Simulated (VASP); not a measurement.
HfO2, 3 atoms in the cell. The structure is tetragonal, space group I4/mmm (No. 139). Conventional cell: a = 3.617 Å, b = 3.617 Å, c = 4.540 Å, α = 90.00°, β = 90.00°, γ = 90.00°. Hf (site symmetry 4/mmm) has 8 O at 2.14 Å within 2.8 Å. Within 2.8 Å of O (site symmetry -4m2) lie 4 Hf at 2.14 Å and 6 O at 2.27 to 2.56 Å.  This cell differs from its parent crystal: strain -0.1125 x Voigt [1, 0, 0, 0, 0, 0].

- Program: VASP 6.6.1
- Task: single point
- Functional: PBE
- Potentials or basis: VASP PAW PBE potentials, release 64 (Hf_pv, O)
- Cutoff: 520 eV
- k mesh: 8 × 8 × 8
- Occupations: gaussian, width 0.05 eV
- Spin: no spin polarisation
- Dipole correction: no
- Further INCAR settings: ALGO = Normal; EDIFF = 1e-06; NBANDS = 18

Potentials or basis: VASP PAW PBE potentials, release 64 (Hf_pv, O).

The run is started by

```sh
$ cat potpaw_PBE.64/Hf_pv/POTCAR potpaw_PBE.64/O/POTCAR > POTCAR
$ mpirun -np 1 vasp_std > vasp.out
```

Hardware: 1 thread of Intel(R) Xeon(R) 6975P-C (Granite Rapids), on a shared host.

Estimate the wall time of this run.

Wall time 15 s on 1 thread of Intel(R) Xeon(R) 6975P-C (Granite Rapids), with other jobs on the host, peak memory 0.17 GiB. Counts: scf iterations 14, k points 59.
